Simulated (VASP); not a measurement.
Input of a VASP 6.6.1 run:

The input INCAR:

```
ALGO = Normal
EDIFF = 1E-7
ENCUT = 520
GGA = PS
ISIF = 2
ISMEAR = -1
LASPH = T
LCHARG = F
LREAL = F
LWAVE = F
NBANDS = 27
NELM = 80
PREC = Accurate
SIGMA = 0.05
```

The input KPOINTS:

```
k-points
0
Gamma
  9 9 5
```

Contents of POSCAR:

```
SbW
1.0
    2.8410908412      0.0000000000      0.0000000000
   -1.4205454206      2.4604568429      0.0000000000
    0.0000000000      0.0000000000      9.1954885188
W Sb
2 2
Direct
    0.3333333333      0.6666666667      0.0510014519
    0.6666666667      0.3333333333      0.5510014519
    0.3333333333      0.6666666667      0.3249985481
    0.6666666667      0.3333333333      0.8249985481
```

Potentials or basis: VASP PAW PBE potentials, release 64 (W_sv, Sb).

Command:

```bash
$ cat potpaw_PBE.64/W_sv/POTCAR potpaw_PBE.64/Sb/POTCAR > POTCAR
$ mpirun -np 1 vasp_std > vasp.out
```

**Question.** Predict the pressure.

**Answer.** 53.2 GPa.

**Question.** Predict the band gap on the k mesh.

**Answer.** Zero (bands 19 and 20 overlap by 3.06 eV).

**Question.** Predict the largest force.

**Answer.** 0.064 eV/Å.

Forces in eV/Å, atoms in the order of the input:
```
W    0.000  0.000  0.064
W    0.000  0.000  0.064
Sb   0.000  0.000 -0.064
Sb   0.000  0.000 -0.064
```

Caveat: the cell stands under pressure; the PAW data sets were made with another functional, which shifts forces and pressure a little; spin-orbit coupling is left out, which moves the levels of the heavy elements.
